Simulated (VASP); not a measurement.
Ti: single point with PBE

Ti:

```
Ti
1.0
     3.05600    0.00000    0.00000
    -1.52800    2.64657    0.00000
     0.00000    0.00000    5.02268
Ti
2
Direct
  0.33333 0.66667 0.25000
  0.66667 0.33333 0.75000
```

This cell differs from its parent crystal: strain +0.040 along x and y, +0.080 along z.

- Program: VASP 6.6.1
- Task: single point
- Functional: PBE
- Potentials or basis: VASP PAW PBE potentials, release 64 (Ti_sv)
- Cutoff: 520 eV
- k mesh: 24 × 24 × 14
- Occupations: gaussian, width 0.15 eV
- Spin: no spin polarisation
- Dipole correction: no
- Further INCAR settings: ALGO = Fast; EDIFF = 1e-07; NBANDS = 19

```yaml
Pressure: -13.1 GPa
Band_gap_on_the_k_mesh: zero (bands 12 and 13 overlap by 0.90 eV)
```

Stress tensor (GPa, compression positive):
```
-12.00   0.00   0.00
  0.00 -12.00   0.00
  0.00   0.00 -15.22
```

Levels at points of the mesh, in eV from the Fermi level:
| k point | band 9 | band 10 | band 11 | band 12 | band 13 | band 14 | band 15 | band 16 |
| --- | --- | --- | --- | --- | --- | --- | --- | --- |
| (0.00, 0.00, 0.00) | -5.79 | -2.38 | 0.18 | 0.58 | 0.72 | 0.72 | 1.06 | 1.06 |
| (0.50, 0.00, 0.00) | -2.09 | -1.74 | -1.49 | -0.58 | 0.41 | 0.60 | 0.85 | 2.84 |
| (0.00, 0.00, 0.50) | -4.21 | -4.21 | -0.03 | -0.03 | 0.68 | 0.68 | 0.68 | 0.68 |
| (0.50, 0.00, 0.50) | -2.14 | -2.14 | -0.70 | -0.70 | 1.02 | 1.02 | 1.54 | 1.54 |

Run time: 25 min on 1 thread of Intel Xeon 8259CL, on a shared host, peak memory 0.41 GiB.

Caveat: the cell differs from its parent crystal (strain +0.040 along x and y, +0.080 along z); the cell stands under tension.
